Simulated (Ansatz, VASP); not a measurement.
Two plane-wave programs on C

```
CELL_PARAMETERS angstrom
2.43149 0.00000 0.00000
-1.21575 2.10573 0.00000
0.00000 0.00000 8.59787
ATOMIC_POSITIONS crystal
C 0.00000 0.00000 0.09440
C 0.00000 0.00000 0.59440
C 0.00000 0.00000 0.40560
C 0.00000 0.00000 0.90560
C 0.33333 0.66667 0.15441
C 0.66667 0.33333 0.65441
C 0.33333 0.66667 0.34559
C 0.66667 0.33333 0.84559
```

Change from the starting cell: mode 21 frozen in at +0.012 Å, strain +e along z and -e/2 along x and y +0.0467.

Alike in both runs: task single point; functional LDA; k mesh 12 × 12 × 4; occupations gaussian, width 0.05 eV; no spin polarisation.

|  | VASP | Ansatz |
| --- | --- | --- |
| version | VASP 6.6.1 | Ansatz 0.2.0 |
| potentials or method | VASP PAW LDA potentials, release 64 (C), cutoff 520 eV | scalar-relativistic, plane waves, PAW |
| valence electrons in the cell | 32 | 32 |

VASP gave:

```
gap on the k mesh at the Fermi level (eV)                     : 3.35
least direct gap on the mesh (eV)                             : 3.35
pressure (GPa)                                                : 6.8
traceless stress, the component that is largest in VASP (GPa) : -55.34
rms of the force components (eV/Å)                            : 0.391
```

**Question.** Which values does Ansatz return?

**Answer.** gap on the k mesh at the Fermi level (eV): 3.35; least direct gap on the mesh (eV): 3.35; pressure (GPa): 5.1; traceless stress, the component that is largest in VASP (GPa): -54.96; rms of the force components (eV/Å): 0.373.

Ansatz warns that its potentials were made for another functional, while VASP's fit it. LDA's correlation is that of Perdew and Zunger in VASP and of Perdew and Wang (1992) in Ansatz. Atom by atom the forces differ by 0.018 eV/Å (rms over components).
